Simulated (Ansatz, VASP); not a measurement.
# Ti3O4: VASP beside Ansatz

```
CELL_PARAMETERS angstrom
2.84000 -4.03035 0.00000
2.84000 4.03035 0.00000
0.00000 0.00000 2.96903
ATOMIC_POSITIONS crystal
Ti 0.00000 0.00000 0.50000
Ti 0.50000 0.00000 0.00000
Ti 0.00000 0.50000 0.00000
O 0.76278 0.76278 0.00000
O 0.25888 0.74112 0.50000
O 0.23722 0.23722 0.00000
O 0.74112 0.25888 0.50000
```

Change from the starting cell: strain -0.0250 x Voigt [1, 0, 0, 0, 0, 0], atoms carried along.

Alike in both runs: task single point; functional PBEsol; k mesh 8 × 8 × 14; occupations gaussian, width 0.15 eV; no spin polarisation.

|  | VASP | Ansatz |
| --- | --- | --- |
| version | VASP 6.6.1 | Ansatz 0.2.0 |
| potentials or method | VASP PAW PBE potentials, release 64 (Ti_sv, O), cutoff 520 eV | scalar-relativistic, plane waves, PAW |
| valence electrons in the cell | 60 | 60 |

VASP gave:

```
gap on the k mesh at the Fermi level (eV)                     : none
pressure (GPa)                                                : 6.9
traceless stress, the component that is largest in VASP (GPa) : -3.68
rms of the force components (eV/Å)                            : 0.127
```

Q: What did Ansatz give for the same quantities?

A: gap on the k mesh at the Fermi level (eV): none; pressure (GPa): 6.1; traceless stress, the component that is largest in VASP (GPa): -3.69; rms of the force components (eV/Å): 0.117.

VASP's potentials were made for PBE, not for PBEsol. Atom by atom the forces differ by 0.012 eV/Å (rms over components). A gap of «none» marks a metal or a gap that the smearing closes.
